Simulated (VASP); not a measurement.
Set up this calculation in VASP 6.6.1, as the native input.

* Task: single point
* Functional: PBE
* Potentials or basis: VASP PAW PBE potentials, release 64 (Ta_sv_GW, Mo_sv)
* Cutoff: 500 eV
* k mesh: 4 × 4 × 4
* Occupations: gaussian, width 0.1 eV
* Spin: no spin polarisation
* Dipole correction: no
* Second run: valence_matched
* Further INCAR settings: ALGO = Normal; EDIFF = 1e-06; NBANDS = 42

The structure of TaMo4 lies in POSCAR:

```
TaMo4
1.0
    4.5922224700      0.0000000000      0.0000000000
    0.0000000000      4.5922224700      0.0000000000
    0.0000000000      0.0000000000      4.5922224700
Ta Mo
1 4
Direct
    0.0000000000      0.0000000000      0.0000000000
    0.2500000000      0.2500000000      0.2500000000
    0.7500000000      0.7500000000      0.2500000000
    0.2500000000      0.7500000000      0.7500000000
    0.7500000000      0.2500000000      0.7500000000
```

One way to write it, as run:

INCAR

```
SYSTEM = TaMo4
PREC = Accurate ; ENCUT = 500
EDIFF = 1E-6 ; ISMEAR = 0
SIGMA = 0.1 ; LREAL = .False.
LASPH = .True. ; NELM = 120
ALGO = Normal ; ISIF = 2
LWAVE = .False. ; LCHARG = .True.
GGA = PE ; LELF = .True.
LVHAR = .True. ; NBANDS = 42
GGA_COMPAT = .False.
```

KPOINTS

```
regular mesh
0
Gamma
  4 4 4
  0 0 0
```

Potentials or basis: VASP PAW PBE potentials, release 64 (Ta_sv_GW, Mo_sv).

Run with:

```bash
$ cat potpaw_PBE.64/Ta_sv_GW/POTCAR potpaw_PBE.64/Mo_sv/POTCAR > POTCAR
$ mpirun -np 1 vasp_std > vasp.out
```

It gave:

```yaml
Pressure: 39.8 GPa
```

Wall time 64 s on 1 thread of AMD EPYC 7R43 64-Core Processor (Zen 3), on a shared host, peak memory 0.18 GiB.
